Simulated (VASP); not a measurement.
A run of VASP 6.6.1 is set up as follows.

The input INCAR:

```
PREC = Accurate
ENCUT = 520
EDIFF = 1E-7
ISMEAR = -1
SIGMA = 0.1
LREAL = False
LASPH = True
NELM = 80
ALGO = Normal
ISIF = 2
LWAVE = False
LCHARG = False
GGA = PE
NBANDS = 12
```

File KPOINTS:

```
regular mesh
0
Gamma
  12 12 12
```

File POSCAR:

```
Tl
1.0
    0.0000000000      2.5652173482      2.5652173482
    2.5652173482      0.0000000000      2.5652173482
    2.5652173482      2.5652173482      0.0000000000
Tl
1
Direct
    0.0000000000      0.0000000000      0.0000000000
```

Potentials or basis: VASP PAW PBE potentials, release 64 (Tl_d).

Launch:

```bash
$ cat potpaw_PBE.64/Tl_d/POTCAR > POTCAR
$ mpirun -np 1 vasp_std > vasp.out
```

Predict the pressure.

-1.7 GPa.
